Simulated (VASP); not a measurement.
## TiAl: single point with PBEsol

The system is TiAl.

```
Ti Al
1.0
     2.86726    0.00000    0.00000
    -1.43363    2.48312    0.00000
     0.00000    0.00000    4.67808
Ti Al
1 1
Direct
  0.00000 0.00000 0.00000
  0.33333 0.66667 0.50000
```

* Program: VASP 6.6.1
* Task: single point
* Functional: PBEsol
* Potentials or basis: VASP PAW PBE potentials, release 64 (Ti_sv, Al)
* Cutoff: 520 eV
* k mesh: 11 × 11 × 6
* Occupations: gaussian, width 0.05 eV
* Spin: no spin polarisation
* Dipole correction: no
* Further INCAR settings: ALGO = Normal; EDIFF = 1e-06; NBANDS = 14

```
Pressure : -2.9 GPa
```

Stress tensor (GPa, compression positive):
```
-2.49  0.00  0.00
 0.00 -2.49  0.00
 0.00  0.00 -3.69
```

Levels at points of the mesh, in eV from the Fermi level:
```csv
k point,band 5,band 6,band 7,band 8,band 9,band 10
"(0.00, 0.00, 0.00)",-8.87,-2.28,-1.78,1.30,1.30,2.79
"(0.00, 0.00, 0.50)",-7.97,-5.24,-0.40,1.31,1.31,2.71
```

Wall time 11 s on 1 thread of Intel(R) Xeon(R) 6975P-C (Granite Rapids), with other jobs on the host, peak memory 0.16 GiB.

Caveat: the PAW data sets were made with another functional, which shifts forces and pressure a little.
